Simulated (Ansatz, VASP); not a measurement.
# NbP: VASP beside Ansatz

```
Nb P
1.0
     3.34705    0.00000    0.00000
     0.00000    3.34705    0.00000
     0.00000    0.00000   11.65652
Nb P
4 4
Direct
  0.50000 0.50000 0.99957
  0.00000 0.50000 0.74957
  0.00000 0.00000 0.49957
  0.50000 0.00000 0.24957
  0.00000 0.00000 0.08306
  0.50000 0.00000 0.83306
  0.50000 0.50000 0.58306
  0.00000 0.50000 0.33306
```

Change from the starting cell: strain along c alone, the other axes held, atoms relaxed: +2.0 %.

Alike in both runs: functional PBE; k mesh 10 × 10 × 4; occupations gaussian, width 0.1 eV; no spin polarisation.

Ansatz relaxed the structure, and its values are those at the end. VASP's run is a single point on that final structure, the one shown.

```csv
,VASP,Ansatz
version,VASP 6.6.1,Ansatz 0.2.0
potentials or method,"VASP PAW PBE potentials, release 64 (Nb_sv, P), cutoff 520 eV","scalar-relativistic, plane waves, PAW"
valence electrons in the cell,72,72
```

VASP gave:

| Quantity | Value |
| --- | --- |
| gap on the k mesh at the Fermi level (eV) | none |
| pressure (GPa) | -3.6 |

What did Ansatz give for the same quantities?

gap on the k mesh at the Fermi level (eV): none; pressure (GPa): -3.2.

A gap of «none» marks a metal or a gap that the smearing closes. Ansatz's warnings: stress scf threshold loose.
